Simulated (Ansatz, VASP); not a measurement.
# Two plane-wave programs on Si

```
CELL_PARAMETERS angstrom
3.82472 0.00000 0.00000
-1.91236 3.31230 0.00000
0.00000 0.00000 6.32402
ATOMIC_POSITIONS crystal
Si 0.33333 0.66667 0.06300
Si 0.66667 0.33333 0.56300
Si 0.33333 0.66667 0.43700
Si 0.66667 0.33333 0.93700
```

Alike in both runs: functional PBEsol; k mesh 12 × 12 × 6; occupations gaussian, width 0.02 eV; no spin polarisation.

Ansatz relaxed the structure, and its values are those at the end. VASP's run is a single point on that final structure, the one shown.

|  | VASP | Ansatz |
| --- | --- | --- |
| version | VASP 6.6.1 | Ansatz 0.2.0 |
| potentials or method | VASP PAW PBE potentials, release 64 (Si), cutoff 500 eV | scalar-relativistic, plane waves, PAW |
| valence electrons in the cell | 16 | 16 |

Ansatz gave:

| Property | Result |
| --- | --- |
| gap on the k mesh at the Fermi level (eV) | 0.30 |
| least direct gap on the mesh (eV) | 0.97 |
| pressure (GPa) | 0.0 |

Q: Which values does VASP return?

A: gap on the k mesh at the Fermi level (eV): 0.29; least direct gap on the mesh (eV): 0.97; pressure (GPa): 0.1.

VASP's potentials were made for PBE, not for PBEsol, and Ansatz warns of the same on its side.
